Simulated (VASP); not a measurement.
BIr3Br:

```
B Ir Br
1.0
     4.38127    0.00000    0.00000
     0.00000    4.38127    0.00000
     0.00000    0.00000    4.38127
B Ir Br
1 3 1
Cartesian
  2.1906 2.1906 2.1906
  0.0000 2.1906 2.1906
  2.1906 0.0000 2.1906
  2.1906 2.1906 0.0000
  0.0000 0.0000 0.0000
```

```yaml
Program: VASP 6.6.1
Task: relaxation of cell and atoms
Functional: PBEsol
Potentials_or_basis: VASP PAW PBE potentials, release 64 (B, Ir_sv_GW, Br)
Cutoff: 560 eV
k_mesh: 4 × 4 × 4
Occupations: gaussian, width 0.1175 eV
Spin: no spin polarisation
Hubbard_terms: Ir d U = 4.0 eV
```

At the start: pressure -25.3 GPa; volume 16.82 Å³/atom.

Where does the relaxation end?

Over 5 steps the energy falls by 249.5 meV/atom and the volume is 14.15 Å³/atom (-15.9 %); space group Pm-3m (No. 221, to 0.1 Å) before and after.

Step by step:
```
step  energy change (eV)  largest force (eV/Å)  pressure (GPa)  volume (Å³)
   1              0.0000                0.0000          -25.27        84.10
   2              2.2191                0.0000           92.90        55.77
   3             -1.2417                0.0000           -2.38        71.53
   4             -1.2470                0.0000           -0.75        70.99
   5             -1.2476                0.0000            0.02        70.74
```

Final structure:
```yaml
crystal:
  lattice:
    - [4.13579, 0.00000, 0.00000]
    - [0.00000, 4.13579, 0.00000]
    - [0.00000, 0.00000, 4.13579]
  atoms:
    - { symbol: B, position: [0.50000, 0.50000, 0.50000] }
    - { symbol: Ir, position: [0.00000, 0.50000, 0.50000] }
    - { symbol: Ir, position: [0.50000, 0.00000, 0.50000] }
    - { symbol: Ir, position: [0.50000, 0.50000, 0.00000] }
    - { symbol: Br, position: [0.00000, 0.00000, 0.00000] }
```

Caveat: the volume moved by over 15 % at a fixed basis, so the end points are rough; the PAW data sets were made with another functional, which shifts forces and pressure a little; U without spin polarisation on a metal has little footing.
